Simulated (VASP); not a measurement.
# Li (Cmcm) in VASP: a series of runs

Li is run at these levels: PBE+D3(BJ); tasks: single point.

Everything below comes from runs of VASP 6.6.1. Logs are shortened: lines on timing, memory, paths and dates and some standing lists are left out, and cuts for length are marked.

### Step 1. The cell of the first run

The structure is orthorhombic, space group Cmcm (No. 63). The conventional cell has a = 4.177 Å, b = 4.177 Å, c = 4.177 Å, α = 90.00°, β = 90.00°, γ = 90.00°. Within 3.3 Å of Li (site symmetry m2m) lie 10 Li at 2.52 to 3.03 Å.

### Step 2. Single point, PBE+D3(BJ) (mode 4 frozen in at -0.340 Å and mode 5 at -0.000 Å (largest displacements))

INCAR reads:

```
PREC     = Accurate       # precision mode
ENCUT    = 520            # plane-wave cutoff, eV
EDIFF    = 1E-6           # SCF threshold, eV
ISMEAR   = 0              # smearing method
SIGMA    = 0.15           # smearing width, eV
LREAL    = F              # projectors in reciprocal space
LASPH    = T              # aspherical terms in the spheres
NELM     = 100            # most SCF steps
ALGO     = Normal         # electronic algorithm
ISIF     = 2              # what is computed and relaxed
LWAVE    = F              # write WAVECAR
LCHARG   = F              # write CHGCAR
GGA      = PE             # functional
IVDW     = 12             # dispersion correction
NBANDS   = 10             # bands
```

KPOINTS reads:

```
regular mesh
0
Gamma
  16 16 12
```

POSCAR reads:

```
Li
1.0
    0.0000000000     -2.0886081792     -2.0886081792
    0.0000000000      2.0886081792     -2.0886081792
    4.1772163584      0.0000000000      0.0000000000
Li
2
Direct
    0.5813939166      0.4186060834      0.5000000000
   -0.0813939166      0.0813939166      0.0000000000
```

Potentials or basis: VASP PAW PBE potentials, release 64 (Li_sv).

On the command line:

```bash
$ cat potpaw_PBE.64/Li_sv/POTCAR > POTCAR
$ mpirun -np 1 vasp_std > vasp.out
```

OUTCAR:

```text
PREC = Accurate
   ENCUT = 520
   EDIFF = 1E-6
   ISMEAR = 0
   LREAL = F
   LASPH = T
   NELM = 100
   ISIF = 2
   GGA = PE
   IVDW = 12
 IVDW          = 12

 ion  position               nearest neighbor table
   1  0.581  0.419  0.500-   2 2.52   2 2.52
   2  0.919  0.081  0.000-   1 2.52   1 2.52

  LATTYP: Found a simple tetragonal cell.
 ALAT       =     2.9537380135
 C/A-ratio  =     1.4142135624

  Lattice vectors:

 A1 = (   0.0000000000,  -2.0886081792,  -2.0886081792)
 A2 = (   0.0000000000,   2.0886081792,  -2.0886081792)
 A3 = (   4.1772163584,   0.0000000000,   0.0000000000)

Analysis of symmetry for initial positions (statically):
=====================================================================
 Subroutine PRICEL returns:
 Original cell was already a primitive cell.

 Routine SETGRP: Setting up the symmetry group for a
 simple tetragonal supercell.

 Subroutine GETGRP returns: Found  8 space group operations
 (whereof  4 operations were pure point group operations)
 out of a pool of 16 trial point group operations.

The static configuration has the point symmetry C_2v.
 The point group associated with its full space group is D_2h.

Analysis of symmetry for dynamics (positions and initial velocities):
=====================================================================
 Subroutine PRICEL returns:
 Original cell was already a primitive cell.

 Routine SETGRP: Setting up the symmetry group for a
 simple tetragonal supercell.

 Subroutine GETGRP returns: Found  8 space group operations
 (whereof  4 operations were pure point group operations)
 out of a pool of 16 trial point group operations.

The dynamic configuration has the point symmetry C_2v.
 The point group associated with its full space group is D_2h.

 Subroutine INISYM returns: Found  8 space group operations
 (whereof  4 operations are pure point group operations),
 and found     1 'primitive' translations

----------------------------------------------------------------------------------------

                                     Primitive cell

  volume of cell :      36.4444

  direct lattice vectors                    reciprocal lattice vectors
     0.000000000 -2.088608179 -2.088608179     0.000000000 -0.239393872 -0.239393872
     0.000000000  2.088608179 -2.088608179     0.000000000  0.239393872 -0.239393872
     4.177216358  0.000000000  0.000000000     0.239393872  0.000000000  0.000000000

  length of vectors
     2.953738014  2.953738014  4.177216358     0.338554061  0.338554061  0.239393872

  position of ions in fractional coordinates (direct lattice)
     0.581393917  0.418606083  0.500000000
     0.918606083  0.081393917  0.000000000

  ion indices of the primitive-cell ions
   primitive index   ion index
                 1           1
                 2           2

----------------------------------------------------------------------------------------

 KPOINTS: regular mesh

Automatic generation of k-mesh.
 Grid dimensions read from file:
 generate k-points for:   16   16   12

 Generating k-lattice:

  Cartesian coordinates                     Fractional coordinates (reciprocal lattice)
     0.000000000 -0.014962117 -0.014962117     0.062500000  0.000000000  0.000000000
     0.000000000  0.014962117 -0.014962117     0.000000000  0.062500000  0.000000000
     0.019949489  0.000000000  0.000000000     0.000000000  0.000000000  0.083333333

  Length of vectors
     0.021159629  0.021159629  0.019949489

  Shift w.r.t. Gamma in fractional coordinates (k-lattice)
     0.000000000  0.000000000  0.000000000

 Subroutine IBZKPT returns following result:
 ===========================================

 Found    511 irreducible k-points:

 Following reciprocal coordinates:
            Coordinates               Weight
  0.000000  0.000000  0.000000      1.000000
  0.062500  0.000000  0.000000      4.000000
  0.125000  0.000000  0.000000      4.000000
  0.187500  0.000000  0.000000      4.000000
  0.250000  0.000000  0.000000      4.000000
  0.312500  0.000000  0.000000      4.000000
[... 16 lines left out ...]
 -0.062500  0.437500  0.000000      4.000000
  0.500000  0.062500  0.000000      4.000000
 [... further k-points ...]
   k-points           NKPTS =    511   k-points in BZ     NKDIM =    511   number of bands    NBANDS=     10
   number of dos      NEDOS =    301   number of ions     NIONS =      2
   total plane-waves  NPLWV =  18432
   dimension x,y,z NGX =    24 NGY =   24 NGZ =   32
   dimension x,y,z NGXF=    48 NGYF=   48 NGZF=   64
   ions per type =               2
   NGX,Y,Z   is equivalent  to a cutoff of  13.51, 13.51, 12.74 a.u.
   NGXF,Y,Z  is equivalent  to a cutoff of  27.02, 27.02, 25.47 a.u.
 SYSTEM =  unknown system
   PREC   = accura    normal or accurate (medium, high low for compatibility)
   ISTART =      0    job   : 0-new  1-cont  2-samecut
   ICHARG =      2    charge: 1-file 2-atom 10-const
   ISPIN  =      1    spin polarized calculation?
   LNONCOLLINEAR =      F non collinear calculations
   LSORBIT =      F    spin-orbit coupling
   LASPH  =      T    aspherical Exc in radial PAW
   ENCUT  =  520.0 eV  38.22 Ry    6.18 a.u.   5.49  5.49  7.77*2*pi/ulx,y,z
   NELM   =    100;   NELMIN=  2; NELMDL= -5     # of ELM steps
   EDIFF  = 0.1E-05   stopping-criterion for ELM
   LREAL  =      F    real-space projection
   EDIFFG = 0.1E-04   stopping-criterion for IOM
   NSW    =      0    number of steps for IOM
   IBRION =     -1    ionic relax: 0-MD 1-quasi-New 2-CG
   NFREE  =      0    steps in history (QN), initial steepest desc. (CG)
   ISIF   =      2    stress and relaxation
   ISYM   =      2    0-nonsym 1-usesym 2-fastsym
   POTIM  = 0.5000    time-step for ionic-motion
   TEBEG  =    0.0;   TEEND  =   0.0 temperature during run
   PSTRESS=    0.0 pullay stress
   NELECT =       6.0000    total number of electrons
   NUPDOWN=      -1.0000    fix difference up-down
   EMIN   =  10.00;   EMAX   =-10.00  energy-range for DOS
   EFERMI =   0.00;   METHOD = LEGACY
   ISMEAR =     0;   SIGMA  =   0.15  broadening in eV -4-tet -1-fermi 0-gaus
   EFERMI_NEDOS =   21; number of points for ismear=-14 and -15
   IALGO  =     38    algorithm
   IMIX   =      4    mixing-type and parameters
     AMIX     =   0.40;   BMIX     =  1.00
     AMIX_MAG =   1.60;   BMIX_MAG =  1.00
  volume/ion in A,a.u.               =      18.22       122.97
  Fermi-wavevector in a.u.,A,eV,Ry     =   0.897253  1.695562 10.953548  0.805063
  Thomas-Fermi vector in A             =   2.019814
   LORBIT       =      0    0 simple, 1 ext, 2 COOP (PROOUT), +10 PAW based schemes
   GGA     = PE    functional components
   LHFCALC =     F    Hartree Fock is set to
   AEXX    =    0.0000 exact exchange contribution
   IVDW    =    12    specifies the selected vdW correction
   LEPSILON=     F    determine dielectric tensor
   LRPA    =     F    only Hartree local field effects (RPA)
 non-spin polarized calculation
 Gauss-broadening in eV      SIGMA  =   0.15
  energy-cutoff  :      520.00
  volume of cell :       36.44
 maximum number of plane-waves:      1008
 NGX is ok and might be reduce to    24
   NGX = 11   NGY = 11   NGZ = 15

 number of electron       5.9999988 magnetization

 Free energy of the ion-electron system (eV)
  ---------------------------------------------------
  ext. energy  EPLUGINS =         0.00000000
  ---------------------------------------------------
  free energy    TOTEN  =        -3.61046205 eV

  energy without entropy =       -3.60037471  energy(sigma->0) =       -3.60541838

 E-fermi :   0.9904     XC(G=0):  -7.3066

 val. band max:        0.9821426138   @ k =   0.1250   0.0625   0.2500
 cond. band min:       0.9928465366   @ k =   0.4375   0.1875   0.4167
 fundamental gap:      0.0107039229
 Fermi energy:         0.9904060285

 k-point     1 :       0.0000    0.0000    0.0000
  band No.  band energies     occupation
      1     -45.5977      2.00000
      2     -45.5369      2.00000
      3      -2.7365      2.00000
      4       2.4090      0.00000
      5       6.0967      0.00000
      6      10.3830      0.00000
      7      10.5443      0.00000
      8      11.4122      0.00000
      9      13.4619      0.00000
     10      16.9446      0.00000

 k-point     2 :       0.0625    0.0000    0.0000
  band No.  band energies     occupation
      1     -45.5971      2.00000
      2     -45.5369      2.00000
      3      -2.6886      2.00000
      4       2.4737      0.00000
      5       6.0579      0.00000
      6       9.4946      0.00000
      7      10.5280      0.00000
      8      12.2831      0.00000
      9      13.5785      0.00000
     10      16.4056      0.00000

 k-point     3 :       0.1250    0.0000    0.0000
  band No.  band energies     occupation
      1     -45.5952      2.00000
      2     -45.5367      2.00000
      3      -2.5448      2.00000
      4       2.6674      0.00000
      5       5.8536      0.00000
      6       8.4254      0.00000
      7      10.6798      0.00000
      8      12.8933      0.00000
      9      13.9662      0.00000
     10      15.0955      0.00000

 k-point     4 :       0.1875    0.0000    0.0000
  band No.  band energies     occupation
      1     -45.5925      2.00000
      2     -45.5364      2.00000
      3      -2.3055      2.00000
      4       2.9887      0.00000
      5       5.2605      0.00000
      6       7.8646      0.00000
      7      10.9198      0.00000
      8      12.9351      0.00000
      9      13.5557      0.00000
     10      14.1204      0.00000
[... 222 lines left out ...]
 k-point    22 :       0.4375    0.0625    0.0000
  band No.  band energies     occupation
      1     -45.5805      2.00000
      2     -45.5357      2.00000
      3      -0.4072      2.00000
      4       1.4920      0.00000
      5       5.4179      0.00000
      6       8.2954      0.00000
      7       8.7129      0.00000
      8      10.0911      0.00000
      9      13.2053      0.00000
     10      14.2380      0.00000

 k-point    23 :      -0.0625    0.4375    0.0000
  band No.  band energies     occupation
      1     -45.5805      2.00000
      2     -45.5357      2.00000
      3      -0.3992      2.00000
      4       1.4775      0.00000
      5       5.4211      0.00000
      6       8.2874      0.00000
      7       8.5111      0.00000
      8      10.6869      0.00000
      9      12.7878      0.00000
     10      13.9039      0.00000

 k-point    24 :       0.5000    0.0625    0.0000
  band No.  band energies     occupation
      1     -45.5798      2.00000
      2     -45.5357      2.00000
      3      -0.0211      2.00000
      4       1.0037      0.90034
      5       5.8162      0.00000
      6       7.7676      0.00000
      7       8.7690      0.00000
      8      10.2253      0.00000
      9      13.3060      0.00000
     10      13.7516      0.00000

 [... further k-points ...]

------------------------ aborting loop because EDIFF is reached ----------------------------------------

 Edisp (eV)   -0.37804

 E8    (eV) :    -0.1578

  FORCE on cell =-STRESS in cart. coord.  units (eV):
  Direction    XX          YY          ZZ          XY          YZ          ZX
  --------------------------------------------------------------------------------------
  -------------------------------------------------------------------------------------
  Total       0.82533    -0.21714    -0.46884     0.00000     0.00000     0.00000
  in kB      36.28329    -9.54612   -20.61125     0.00000     0.00000     0.00000
  external pressure =        2.04 kB  Pullay stress =        0.00 kB

 VOLUME and BASIS-vectors are now :
 -----------------------------------------------------------------------------
  energy-cutoff  :      520.00
  volume of cell :       36.44
      direct lattice vectors                 reciprocal lattice vectors
     0.000000000 -2.088608179 -2.088608179     0.000000000 -0.239393872 -0.239393872
     0.000000000  2.088608179 -2.088608179     0.000000000  0.239393872 -0.239393872
     4.177216358  0.000000000  0.000000000     0.239393872  0.000000000  0.000000000

 POSITION                                       TOTAL-FORCE (eV/Angst)
 -----------------------------------------------------------------------------------
      2.08861     -0.34000     -2.08861         0.000000      0.522969      0.000000
      0.00000     -1.74861     -2.08861         0.000000     -0.522969      0.000000
 -----------------------------------------------------------------------------------
    total drift:                               -0.000000      0.000000     -0.000000

  FREE ENERGIE OF THE ION-ELECTRON SYSTEM (eV)
  ---------------------------------------------------
  free  energy   TOTEN  =        -3.9884997363 eV

  energy  without entropy=       -3.9784123988  energy(sigma->0) =       -3.98345607
```

Run time: 63 s. Hardware: 1 thread of Intel Xeon Platinum 8259CL at 2.50GHz (Skylake/Cascade Lake), shared host; peak memory 0.26 GiB.

Results:

| Item | Value |
| --- | --- |
| Free energy | -3.9885 eV |
| Largest force | 0.523 eV/Å |
| Band gap on the k mesh | zero (band 3 reaches 4.13 eV, above the bottom of band 4 at -1.18 eV) |
| Dispersion energy per atom | -0.189 eV |

Forces in eV/Å, atoms in the order of the input:
```
Li   0.000  0.523  0.000
Li   0.000 -0.523  0.000
```

Levels at points of the mesh, in eV from the Fermi level:
| k point | band 1 | band 2 | band 3 | band 4 | band 5 | band 6 |
| --- | --- | --- | --- | --- | --- | --- |
| (0.00, 0.00, 0.00) | -46.59 | -46.53 | -3.73 | 1.42 | 5.11 | 9.39 |
| (0.50, 0.00, 0.00) | -46.57 | -46.53 | -1.07 | -0.03 | 4.76 | 6.71 |
| (0.50, 0.50, 0.00) | -46.56 | -46.52 | 1.53 | 2.09 | 3.72 | 5.12 |
| (0.00, 0.00, 0.50) | -46.56 | -46.56 | -2.17 | -2.17 | 10.50 | 10.50 |
| (0.50, 0.00, 0.50) | -46.55 | -46.55 | -0.04 | -0.04 | 3.01 | 3.01 |
| (0.50, 0.50, 0.50) | -46.54 | -46.54 | 3.13 | 3.13 | 3.64 | 3.64 |

Caveat: the cell differs from its parent crystal (mode 4 frozen in at -0.340 Å and mode 5 at -0.000 Å (largest displacements)); the cutoff is under 1.25 times the usual one of these potentials, so pressure, stress and relaxed cells hold a basis-set (Pulay) error; pairwise dispersion overbinds metals, which lowers pressure and volume.

### Step 3. Single point, PBE+D3(BJ) (mode 4 frozen in at -0.170 Å and mode 5 at -0.000 Å (largest displacements))

INCAR reads:

```
SYSTEM = Li
  PREC = Accurate
  ENCUT = 520
  EDIFF = 1E-7
  ISMEAR = 0
  SIGMA = 0.15
  LREAL = .FALSE.
  LASPH = .TRUE.
  NELM = 100
  ALGO = Normal
  ISIF = 2
  LWAVE = .FALSE.
  LCHARG = .FALSE.
  GGA = PE
  IVDW = 12
  NBANDS = 10
```

KPOINTS reads:

```
Automatic mesh
0
G
  16 16 12
  0 0 0
```

POSCAR reads:

```
Li
1.0
    0.0000000000     -2.0886081792     -2.0886081792
    0.0000000000      2.0886081792     -2.0886081792
    4.1772163584      0.0000000000      0.0000000000
Li
2
Direct
    0.5406969583      0.4593030417      0.5000000000
   -0.0406969583      0.0406969583      0.0000000000
```

Potentials or basis: VASP PAW PBE potentials, release 64 (Li_sv).

On the command line:

```bash
$ cat potpaw_PBE.64/Li_sv/POTCAR > POTCAR
$ mpirun -np 1 vasp_std > vasp.out
```

Run time: 73 s. Hardware: 1 thread of Intel Xeon Platinum 8259CL at 2.50GHz (Skylake/Cascade Lake), shared host; peak memory 0.26 GiB.

The run converged. Its results:

```yaml
Free_energy: -4.1264 eV
Largest_force: 0.279 eV/Å
Band_gap_on_the_k_mesh: zero (band 3 reaches 4.43 eV, above the bottom of band 4 at -1.19 eV)
Dispersion_energy_per_atom: -0.188 eV
```

Forces in eV/Å, atoms in the order of the input:
```
Li   0.000  0.279  0.000
Li   0.000 -0.279  0.000
```

Levels at points of the mesh, in eV from the Fermi level:
```csv
k point,band 1,band 2,band 3,band 4,band 5,band 6
"(0.00, 0.00, 0.00)",-46.40,-46.36,-3.70,1.57,5.11,9.15
"(0.50, 0.00, 0.00)",-46.38,-46.36,-0.81,-0.30,5.32,6.30
"(0.50, 0.50, 0.00)",-46.37,-46.36,1.60,1.74,4.66,5.11
"(0.00, 0.00, 0.50)",-46.38,-46.38,-2.13,-2.13,10.89,10.89
"(0.50, 0.00, 0.50)",-46.37,-46.37,-0.05,-0.05,3.23,3.23
"(0.50, 0.50, 0.50)",-46.36,-46.36,3.49,3.49,3.71,3.71
```

Caveat: the cell differs from its parent crystal (mode 4 frozen in at -0.170 Å and mode 5 at -0.000 Å (largest displacements)); the cutoff is under 1.25 times the usual one of these potentials, so pressure, stress and relaxed cells hold a basis-set (Pulay) error; pairwise dispersion overbinds metals, which lowers pressure and volume.

(Part 1 of 2 ends here.)
